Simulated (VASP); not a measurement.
# AlN (P6_3mc) in VASP: a series of runs, part 2 of 2

VASP 6.6.1.

## (3) Single point, r2SCAN (strain +0.025 along x and y, +0.000 along z)

POSCAR reads:

```
AlN
1.0
    3.1887772054      0.0000000000      0.0000000000
   -1.5943886027      2.7615620669      0.0000000000
    0.0000000000      0.0000000000      4.9780000000
Al N
2 2
Direct
    0.3333333333      0.6666666667      0.0000000000
    0.6666666667      0.3333333333      0.5000000000
    0.3333333333      0.6666666667      0.3850000000
    0.6666666667      0.3333333333      0.8850000000
```

INCAR.step1 reads:

```
SYSTEM = AlN
ALGO = Normal
EDIFF = 1E-4
ENCUT = 520
GGA = PE
ISMEAR = 0
LASPH = .TRUE.
LCHARG = .FALSE.
LREAL = .FALSE.
LWAVE = .TRUE.
NBANDS = 16
NELM = 100
PREC = Accurate
SIGMA = 0.05
```

INCAR.step2 reads:

```
SYSTEM = AlN
ALGO = Normal
EDIFF = 1E-7
ENCUT = 520
ISIF = 2
ISMEAR = 0
ISTART = 1
LASPH = .TRUE.
LCHARG = .TRUE.
LELF = .TRUE.
LMIXTAU = .TRUE.
LREAL = .FALSE.
LVHAR = .TRUE.
LWAVE = .FALSE.
METAGGA = R2SCAN
NBANDS = 16
NELM = 100
PREC = Accurate
SIGMA = 0.05
```

KPOINTS reads:

```
k-points
0
G
  12 12 6
  0 0 0
```

Potentials or basis: VASP PAW PBE potentials, release 64 (Al, N).

The run is started by

```
> cat potpaw_PBE.64/Al/POTCAR potpaw_PBE.64/N/POTCAR > POTCAR
> cp INCAR.step1 INCAR
> mpirun -np 1 vasp_std > vasp.out
> cp INCAR.step2 INCAR
> mpirun -np 1 vasp_std > vasp.out
```

OUTCAR:

```text
SYSTEM = AlN
   EDIFF = 1E-7
   ENCUT = 520
   ISIF = 2
   ISMEAR = 0
   ISTART = 1
   LASPH = .TRUE.
   LREAL = .FALSE.
   METAGGA = R2SCAN
   NELM = 100
   PREC = Accurate

 ion  position               nearest neighbor table
   1  0.333  0.667  0.000-   3 1.92   4 1.93   4 1.93   4 1.93   2 3.10   2 3.10   2 3.10   2 3.10
                             2 3.10   2 3.10
   2  0.667  0.333  0.500-   4 1.92   3 1.93   3 1.93   3 1.93   1 3.10   1 3.10   1 3.10   1 3.10
                             1 3.10   1 3.10
   3  0.333  0.667  0.385-   1 1.92   2 1.93   2 1.93   2 1.93
   4  0.667  0.333  0.885-   2 1.92   1 1.93   1 1.93   1 1.93

  LATTYP: Found a hexagonal cell.
 ALAT       =     3.1887772054
 C/A-ratio  =     1.5610999701

  Lattice vectors:

 A1 = (   3.1887772054,   0.0000000000,   0.0000000000)
 A2 = (  -1.5943886027,   2.7615620669,   0.0000000000)
 A3 = (   0.0000000000,   0.0000000000,   4.9780000000)

Analysis of symmetry for initial positions (statically):
=====================================================================
 Subroutine PRICEL returns:
 Original cell was already a primitive cell.

 Routine SETGRP: Setting up the symmetry group for a
 hexagonal supercell.

 Subroutine GETGRP returns: Found 12 space group operations
 (whereof  6 operations were pure point group operations)
 out of a pool of 24 trial point group operations.

The static configuration has the point symmetry C_3v.
 The point group associated with its full space group is C_6v.

Analysis of symmetry for dynamics (positions and initial velocities):
=====================================================================
 Subroutine PRICEL returns:
 Original cell was already a primitive cell.

 Routine SETGRP: Setting up the symmetry group for a
 hexagonal supercell.

 Subroutine GETGRP returns: Found 12 space group operations
 (whereof  6 operations were pure point group operations)
 out of a pool of 24 trial point group operations.
[... 122 lines left out ...]
   EFERMI_NEDOS =   21; number of points for ismear=-14 and -15
   IALGO  =     38    algorithm
   IMIX   =      4    mixing-type and parameters
     AMIX     =   0.40;   BMIX     =  1.00
     AMIX_MAG =   1.60;   BMIX_MAG =  1.00
  volume/ion in A,a.u.               =      10.96        73.96
  Fermi-wavevector in a.u.,A,eV,Ry     =   1.169958  2.210900 18.623672  1.368801
  Thomas-Fermi vector in A             =   2.306423
   LORBIT       =      0    0 simple, 1 ext, 2 COOP (PROOUT), +10 PAW based schemes
   METAGGA = R2SCAN    functional components
   LHFCALC =     F    Hartree Fock is set to
   AEXX    =    0.0000 exact exchange contribution
   IVDW    =     0    specifies the selected vdW correction
   LEPSILON=     F    determine dielectric tensor
   LRPA    =     F    only Hartree local field effects (RPA)
 non-spin polarized calculation
 Gauss-broadening in eV      SIGMA  =   0.05
  energy-cutoff  :      520.00
  volume of cell :       43.84
 maximum number of plane-waves:      1195
 NGX is ok and might be reduce to    24
   NGX = 11   NGY = 11   NGZ = 19

 number of electron      16.0000003 magnetization

 Free energy of the ion-electron system (eV)
  ---------------------------------------------------
  ext. energy  EPLUGINS =         0.00000000
  ---------------------------------------------------
  free energy    TOTEN  =       -38.35920997 eV

  energy without entropy =      -38.35920997  energy(sigma->0) =      -38.35920997

 E-fermi :   5.8641     XC(G=0): -11.1831

 val. band max:        5.5661880868   @ k =   0.0000   0.0000   0.0000
 cond. band min:       9.8912492217   @ k =   0.0000   0.0000   0.0000
 fundamental gap:      4.3250611349
 Fermi energy:         5.8641375646

 k-point     1 :       0.0000    0.0000    0.0000
  band No.  band energies     occupation
      1     -10.2397      2.00000
      2      -8.1684      2.00000
      3      -0.3160      2.00000
      4       4.4541      2.00000
      5       4.4541      2.00000
      6       5.1787      2.00000
[... 433 lines left out ...]
      3       0.6180      2.00000
      4       1.5993      2.00000
      5       2.2174      2.00000
      6       3.5729      2.00000
[... 8 lines left out ...]
     15      18.4621      0.00000
     16      20.1327      0.00000

 [... further k-points ...]
[... 5 lines left out ...]
  --------------------------------------------------------------------------------------
  -------------------------------------------------------------------------------------
  Total       -3.6569751     -3.6569751     -1.3697142      0.0000000      0.0000000      0.0000000
  in kB     -133.6591523   -133.6591523    -50.0618230      0.0000000      0.0000000      0.0000000
  external PRESSURE =    -105.7933759 kB  Pullay stress =       0.0000000 kB

 VOLUME and BASIS-vectors are now :
 -----------------------------------------------------------------------------
  energy-cutoff  :      520.00
  volume of cell :       43.84
      direct lattice vectors                 reciprocal lattice vectors
     3.188777205  0.000000000  0.000000000     0.313599833  0.181056948  0.000000000
    -1.594388603  2.761562067  0.000000000     0.000000000  0.362113896  0.000000000
     0.000000000  0.000000000  4.978000000     0.000000000  0.000000000  0.200883889

 POSITION                                       TOTAL-FORCE (eV/Angst)
 -----------------------------------------------------------------------------------
     -0.00000      1.84104      0.00000        -0.000000     -0.000000     -0.031596
      1.59439      0.92052      2.48900         0.000000     -0.000000     -0.031596
     -0.00000      1.84104      1.91653         0.000000      0.000000      0.031596
      1.59439      0.92052      4.40553        -0.000000      0.000000      0.031596
 -----------------------------------------------------------------------------------
    total drift:                               -0.000000      0.000000     -0.011600

  FREE ENERGIE OF THE ION-ELECTRON SYSTEM (eV)
  ---------------------------------------------------
  free  energy   TOTEN  =       -38.3592099725 eV

  energy  without entropy=      -38.3592099725  energy(sigma->0) =      -38.35920997
```

OUTCAR.step1:

```text
SYSTEM = AlN
   EDIFF = 1E-4
   ENCUT = 520
   GGA = PE
   ISMEAR = 0
   LASPH = .TRUE.
   LREAL = .FALSE.
   NELM = 100
[... 688 lines left out ...]
      1.59439      0.92052      2.48900         0.000000     -0.000000     -0.057118
     -0.00000      1.84104      1.91653         0.000000      0.000000      0.057118
      1.59439      0.92052      4.40553        -0.000000     -0.000000      0.057118
 -----------------------------------------------------------------------------------
    total drift:                               -0.000000      0.000000      0.001576

  FREE ENERGIE OF THE ION-ELECTRON SYSTEM (eV)
  ---------------------------------------------------
  free  energy   TOTEN  =       -29.7383723423 eV

  energy  without entropy=      -29.7383723423  energy(sigma->0) =      -29.73837234
```

Run time: 4.3 min. Hardware: 1 thread of Intel Xeon 8259CL, shared host; peak memory 0.19 GiB.

What came out:

```yaml
Free_energy: -38.3592 eV
Pressure: -10.6 GPa
Largest_force: 0.032 eV/Å
Band_gap_on_the_k_mesh: 4.33 eV
```

Forces in eV/Å, atoms in the order of the input:
```
Al   0.000  0.000 -0.032
Al   0.000  0.000 -0.032
N    0.000  0.000  0.032
N    0.000  0.000  0.032
```

Levels at points of the mesh, in eV from the valence-band top:
```csv
k point,band 4,band 5,band 6,band 7,band 8,band 9,band 10,band 11,band 12,band 13
"(0.00, 0.00, 0.00)",-1.11,-1.11,-0.39,-0.39,0.00,4.32,6.70,11.21,11.27,11.27
"(0.50, 0.00, 0.00)",-4.15,-3.38,-2.31,-1.79,-0.82,6.11,6.38,8.44,10.75,11.22
"(0.00, 0.00, 0.50)",-3.29,-0.76,-0.76,-0.76,-0.76,6.57,6.57,10.86,10.86,11.59
"(0.50, 0.00, 0.50)",-5.61,-1.65,-1.65,-1.38,-1.38,5.76,5.76,9.71,9.71,12.26
```

Caveat: the cell differs from its parent crystal (strain +0.025 along x and y, +0.000 along z); the cell stands under tension; the PAW data sets were made with another functional, which shifts forces and pressure a little.

## (4) Single point, r2SCAN (strain +0.050 along x and y, -0.025 along z)

POSCAR reads:

```
AlN
1.0
    3.2665522592      0.0000000000      0.0000000000
   -1.6332761296      2.8289172392      0.0000000000
    0.0000000000      0.0000000000      4.8535500000
Al N
2 2
Direct
    0.3333333333      0.6666666667      0.0000000000
    0.6666666667      0.3333333333      0.5000000000
    0.3333333333      0.6666666667      0.3850000000
    0.6666666667      0.3333333333      0.8850000000
```

INCAR.step1 reads:

```
SYSTEM = AlN
PREC = Accurate
ENCUT = 520
ISMEAR = 0
SIGMA = 0.05
LREAL = .False.
LASPH = .True.
NELM = 100
NBANDS = 16
GGA = PE
ALGO = Normal
EDIFF = 1E-4
LWAVE = .True.
LCHARG = .False.
```

INCAR.step2 reads:

```
SYSTEM = AlN
PREC = Accurate
ENCUT = 520
EDIFF = 1E-6
ISMEAR = 0
SIGMA = 0.05
LREAL = .False.
LASPH = .True.
NELM = 100
ALGO = Normal
ISIF = 2
LWAVE = .False.
LCHARG = .False.
METAGGA = R2SCAN
LMIXTAU = .True.
NBANDS = 16
ISTART = 1
```

KPOINTS reads:

```
Automatic mesh
0
Gamma
  12 12 6
  0 0 0
```

The run is started by

```
> cat potpaw_PBE.64/Al/POTCAR potpaw_PBE.64/N/POTCAR > POTCAR
> cp INCAR.step1 INCAR
> mpirun -np 1 vasp_std > vasp.out
> cp INCAR.step2 INCAR
> mpirun -np 1 vasp_std > vasp.out
```

It took 3.7 min on 1 thread of Intel Xeon 8259CL, shared host; peak memory 0.19 GiB.

Results (log left out):

```
Free energy            : -38.1281 eV
Pressure               : -13.8 GPa
Largest force          : 0.570 eV/Å
Band gap on the k mesh : 3.99 eV
```

Forces in eV/Å, atoms in the order of the input:
```
Al   0.000  0.000 -0.570
Al   0.000  0.000 -0.570
N    0.000  0.000  0.570
N    0.000  0.000  0.570
```

Stress tensor (GPa, compression positive):
```
-22.15   0.00   0.00
  0.00 -22.15   0.00
  0.00   0.00   2.83
```

Levels at points of the mesh, in eV from the valence-band top:
| k point | band 4 | band 5 | band 6 | band 7 | band 8 | band 9 | band 10 | band 11 | band 12 | band 13 |
| --- | --- | --- | --- | --- | --- | --- | --- | --- | --- | --- |
| (0.00, 0.00, 0.00) | -1.37 | -1.37 | -0.50 | -0.50 | 0.00 | 3.99 | 5.99 | 10.59 | 10.59 | 11.15 |
| (0.50, 0.00, 0.00) | -4.00 | -3.44 | -2.55 | -1.86 | -0.83 | 5.67 | 6.54 | 8.13 | 10.48 | 10.86 |
| (0.00, 0.00, 0.50) | -3.20 | -0.95 | -0.95 | -0.95 | -0.95 | 6.10 | 6.10 | 10.80 | 10.80 | 10.89 |
| (0.50, 0.00, 0.50) | -5.65 | -1.80 | -1.80 | -1.32 | -1.32 | 5.67 | 5.67 | 9.62 | 9.62 | 11.98 |

Caveat: the cell differs from its parent crystal (strain +0.050 along x and y, -0.025 along z); the cell stands under tension; the PAW data sets were made with another functional, which shifts forces and pressure a little. A k mesh can miss the band edges.

## (5) Overview

```csv
cell,gap on the mesh (eV),pressure (GPa),largest force (eV/Å)
"a = 3.111, b = 3.111, c = 5.227 Å, angles 90.0, 90.0, 120.0°, 4 atoms",4.47,-9.0,0.48
"a = 3.189, b = 3.189, c = 4.978 Å, angles 90.0, 90.0, 120.0°, 4 atoms",4.33,-10.6,0.03
"a = 3.267, b = 3.267, c = 4.854 Å, angles 90.0, 90.0, 120.0°, 4 atoms",3.99,-13.8,0.57
```

Alike in all rows: task single point; level r2SCAN; potentials or basis VASP PAW PBE potentials, release 64 (Al, N); no spin polarisation; k mesh 12 × 12 × 6; cutoff (eV) 520; smearing gaussian 0.05 eV.

Caveats: the cell stands under tension; the PAW data sets were made with another functional, which shifts forces and pressure a little.

Total energies depend on the potentials used, so only differences within one code and one set of settings carry meaning.
